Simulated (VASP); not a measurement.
Set up this calculation in VASP 6.6.1, as the native input.

```yaml
Task: single point
Functional: PBEsol
Potentials_or_basis: VASP PAW PBE potentials, release 64 (Cd)
Cutoff: 520 eV
k_mesh: 11 × 11 × 11
Occupations: fermi-dirac, width 0.1 eV
Spin: no spin polarisation
Dipole_correction: no
Further_INCAR_settings: ALGO = Normal; EDIFF = 1e-06; NBANDS = 12
```

The structure of Cd lies in POSCAR:

```
Cd
1.0
    2.9039510487      0.0000000000      0.0000000000
    0.0000000000      2.9039510487      0.0000000000
    0.0000000000      0.0000000000      2.9039510487
Cd
1
Direct
    0.0000000000      0.0000000000      0.0000000000
```

This isn't the form of Cd at room conditions, which is hcp.

The input as run:

INCAR

```
SYSTEM = Cd
ALGO = Normal
EDIFF = 1E-6
ENCUT = 520
GGA = PS
ISIF = 2
ISMEAR = -1
LASPH = .TRUE.
LCHARG = .FALSE.
LREAL = .FALSE.
LWAVE = .FALSE.
NBANDS = 12
NELM = 80
PREC = Accurate
SIGMA = 0.1
```

KPOINTS

```
k-points
0
G
  11 11 11
  0 0 0
```

Potentials or basis: VASP PAW PBE potentials, release 64 (Cd).

Run with:

```sh
$ cat potpaw_PBE.64/Cd/POTCAR > POTCAR
$ mpirun -np 1 vasp_std > vasp.out
```

It gave:

- Pressure: 0.3 GPa
- Band gap on the k mesh: zero (bands 6 and 7 overlap by 5.19 eV)

Caveat: the PAW data sets were made with another functional, which shifts forces and pressure a little.

Run time: 5.6 s on 1 thread of Intel(R) Xeon(R) Platinum 8488C (Sapphire Rapids), on a shared host, peak memory 0.14 GiB.
